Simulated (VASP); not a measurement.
Runs of VASP 6.6.1 on CuO. The typed cell holds 4 atoms: a = 2.903 Å, b = 2.845 Å, c = 5.273 Å, α = 89.71°, β = 91.14°, γ = 88.70°. 

```csv
k mesh,gap on the mesh (eV),pressure (GPa),largest force (eV/Å)
1 × 1 × 1,-,(a),3.10
10 × 10 × 6,none,-2.7,2.19
6 × 6 × 4,none,-2.7,2.19
2 × 2 × 1,0.03,2.7,2.31
8 × 8 × 4,none,-2.7,2.19
4 × 4 × 2,none,-2.7,2.18
```

Alike in all rows: task single point; level PBEsol; potentials or basis VASP PAW PBE potentials, release 64 (Cu, O); no spin polarisation; cell as given; cutoff (eV) 520; smearing gaussian 0.1 eV.

**Question.** Estimate the missing entries.

**Answer.** (a) -3.1.

Caveats: some runs use coarse meshes; the PAW data sets were made with another functional, which shifts forces and pressure a little; semilocal functionals often make such compounds metallic where correlation or magnetic order opens a gap, which also shifts bond lengths (at least some runs); an odd mesh through Γ misses points on the zone boundary, where band edges can lie (at least some runs).

A gap of «none» marks levels without a gap at the run's occupations.
